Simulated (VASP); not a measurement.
Here is a VASP 6.6.1 calculation.

INCAR

```
PREC = Accurate ; ENCUT = 520
EDIFF = 1E-7 ; ISMEAR = 0
SIGMA = 0.01 ; LREAL = False
LASPH = True ; NELM = 80
ALGO = Normal ; ISIF = 2
LWAVE = False ; LCHARG = False
GGA = CA ; NBANDS = 11
```

File KPOINTS:

```
regular mesh
0
Gamma
  8 8 8
```

File POSCAR:

```
AlN
1.0
    0.0000000000      2.1984579579      2.1984579579
    2.1984579579      0.0000000000      2.1984579579
    2.1984579579      2.1984579579      0.0000000000
Al N
1 1
Direct
    0.0000000000      0.0000000000      0.0000000000
    0.7500000000      0.7500000000      0.7500000000
```

Potentials or basis: VASP PAW LDA potentials, release 64 (Al, N).

Launch:

```console
$ cat potpaw_LDA.64/Al/POTCAR potpaw_LDA.64/N/POTCAR > POTCAR
$ mpirun -np 1 vasp_std > vasp.out
```

Question: Estimate the pressure.

Answer: -6.8 GPa.

Question: Predict the band gap on the k mesh.

Answer: 3.21 eV, indirect (least direct gap 4.06 eV).

A k mesh can miss the band edges. Expect the measured gap to be larger: semilocal functionals such as LDA lack the derivative discontinuity.
